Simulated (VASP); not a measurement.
Wanted: the native input for a VASP 6.6.1 run.

```
Task                   : single point
Functional             : PBEsol
Potentials or basis    : VASP PAW PBE potentials, release 64 (Pb_d, S)
Cutoff                 : 520 eV
k mesh                 : 5 × 5 × 3
Occupations            : methfessel-paxton, width 0.0987 eV
Spin                   : no spin polarisation
Dipole correction      : no
Further INCAR settings : ALGO = Normal; EDIFF = 1e-06; NBANDS = 28
```

The structure of PbS lies in POSCAR:

```
PbS
1.0
    2.0569418400     -3.5658292700      0.0000000000
    2.0569418400      3.5658292700      0.0000000000
    0.0000000000      0.0000000000      7.5599447400
Pb S
2 2
Direct
    0.0010316600      0.9989683400      0.4867318100
    0.9989683400      0.0010316600      0.9867318100
    0.6671454800      0.3328545200      0.6924681900
    0.3328545200      0.6671454800      0.1924681900
```

The input as run:

INCAR

```
SYSTEM = PbS
PREC = Accurate ; ENCUT = 520
EDIFF = 1E-6 ; ISMEAR = 1
SIGMA = 0.0987 ; LREAL = .False.
LASPH = .True. ; NELM = 100
ALGO = Normal ; ISIF = 2
LWAVE = .False. ; LCHARG = .False.
GGA = PS ; NBANDS = 28
```

KPOINTS

```
Automatic mesh
0
Gamma
  5 5 3
  0 0 0
```

Potentials or basis: VASP PAW PBE potentials, release 64 (Pb_d, S).

Command:

```bash
$ cat potpaw_PBE.64/Pb_d/POTCAR potpaw_PBE.64/S/POTCAR > POTCAR
$ mpirun -np 1 vasp_std > vasp.out
```

It gave:

The pressure is -1.9 GPa and the largest force is 0.008 eV/Å. The band gap on the k mesh is 0.73 eV, indirect (least direct gap 1.15 eV).

Caveat: the PAW data sets were made with another functional, which shifts forces and pressure a little; spin-orbit coupling is left out, which moves the levels of the heavy elements.

It took 53 s on 1 thread of Intel(R) Xeon(R) Platinum 8259CL CPU @ 2.50GHz (Skylake/Cascade Lake), on a shared host, peak memory 0.24 GiB.
